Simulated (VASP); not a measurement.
Here is a VASP 6.6.1 calculation.

The input POSCAR:

```
Ga3Se
1.0
    4.4324650000      0.0000000000      0.0000000000
    0.0000000000      4.4324650000      0.0000000000
    0.0000000000      0.0000000000      4.4324650000
Se Ga
1 3
Direct
    0.0000000000      0.0000000000      0.0000000000
    0.5000000000      0.5000000000      0.0000000000
    0.5000000000      0.0000000000      0.5000000000
    0.0000000000      0.5000000000      0.5000000000
```

INCAR.step1

```
PREC = Accurate
ENCUT = 520
ISMEAR = -1
SIGMA = 0.05
LREAL = False
LASPH = True
NELM = 100
NBANDS = 30
GGA = PE
ALGO = Normal
EDIFF = 1E-4
LWAVE = True
LCHARG = False
```

INCAR.step2

```
PREC = Accurate
ENCUT = 520
EDIFF = 1E-7
ISMEAR = -1
SIGMA = 0.05
LREAL = False
LASPH = True
NELM = 100
ALGO = Normal
ISIF = 2
LWAVE = False
LCHARG = True
METAGGA = R2SCAN
LMIXTAU = True
LELF = True
LVHAR = True
NBANDS = 30
ISTART = 1
```

KPOINTS

```
Automatic mesh
0
Gamma
  6 6 6
```

Potentials or basis: VASP PAW PBE potentials, release 64 (Se, Ga_d).

Run with:

```bash
$ cat potpaw_PBE.64/Se/POTCAR potpaw_PBE.64/Ga_d/POTCAR > POTCAR
$ cp INCAR.step1 INCAR
$ mpirun -np 1 vasp_std > vasp.out
$ cp INCAR.step2 INCAR
$ mpirun -np 1 vasp_std > vasp.out
```

(1) Estimate the pressure.

## Answers

(1) -1.7 GPa.

Caveat: the PAW data sets were made with another functional, which shifts forces and pressure a little.
